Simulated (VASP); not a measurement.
The system is MnS.

```
Mn S
1.0
     3.09904    0.00000    0.00000
     0.00000    3.09904    0.00000
     0.00000    0.00000    3.09904
Mn S
1 1
Cartesian
  1.5495 1.5495 1.5495
  0.0000 0.0000 0.0000
```

Base run:

```yaml
Program: VASP 6.6.1
Functional: PBEsol
Potentials_or_basis: VASP PAW PBE potentials, release 64 (Mn_pv, S)
Cutoff: 520 eV
k_mesh: 7 × 7 × 7
Occupations: methfessel-paxton, width 0.05 eV
Spin: collinear spin, ferromagnetic start
Starting_moments: "[5.2, 0.0] μB"
```

Its results: pressure -13.6 GPa; net moment 3.27 μB per cell; site moments Mn +3.29; S -0.12 μB.

Question: The run is repeated on the same cell with these changes: occupations from methfessel-paxton, width 0.05 eV to methfessel-paxton, width 0.2 eV. What comes out?

Answer: Pressure -13.0 GPa; net moment 3.32 μB per cell; site moments Mn +3.32; S -0.11 μB.

Caveats: the PAW data sets were made with another functional, which shifts forces and pressure a little; a cell with one magnetic atom can't hold antiferromagnetic order, which such compounds often take.
